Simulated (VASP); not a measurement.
Input of a VASP 6.6.1 run:

Contents of INCAR:

```
SYSTEM = CdS
PREC = Accurate ; ENCUT = 520
EDIFF = 1E-6 ; ISMEAR = 0
SIGMA = 0.01 ; LREAL = .FALSE.
LASPH = .TRUE. ; NELM = 100
ALGO = Normal ; ISIF = 2
LWAVE = .FALSE. ; LCHARG = .TRUE.
GGA = PS ; LELF = .TRUE.
LVHAR = .TRUE. ; NBANDS = 16
```

Contents of KPOINTS:

```
regular mesh
0
G
  7 7 7
  0 0 0
```

The input POSCAR:

```
CdS
1.0
    0.0000000000      2.9830228036      2.9830228036
    2.9830228036      0.0000000000      2.9830228036
    2.9830228036      2.9830228036      0.0000000000
Cd S
1 1
Direct
    0.0000000000      0.0000000000      0.0000000000
    0.2500000000      0.2500000000      0.2500000000
```

Potentials or basis: VASP PAW PBE potentials, release 64 (Cd, S).

Run with:

```sh
$ cat potpaw_PBE.64/Cd/POTCAR potpaw_PBE.64/S/POTCAR > POTCAR
$ mpirun -np 1 vasp_std > vasp.out
```

Q: What does it give for the pressure?

A: -3.5 GPa.

Q: Estimate the band gap on the k mesh.

A: 0.86 eV, direct.

Caveat: the PAW data sets were made with another functional, which shifts forces and pressure a little.
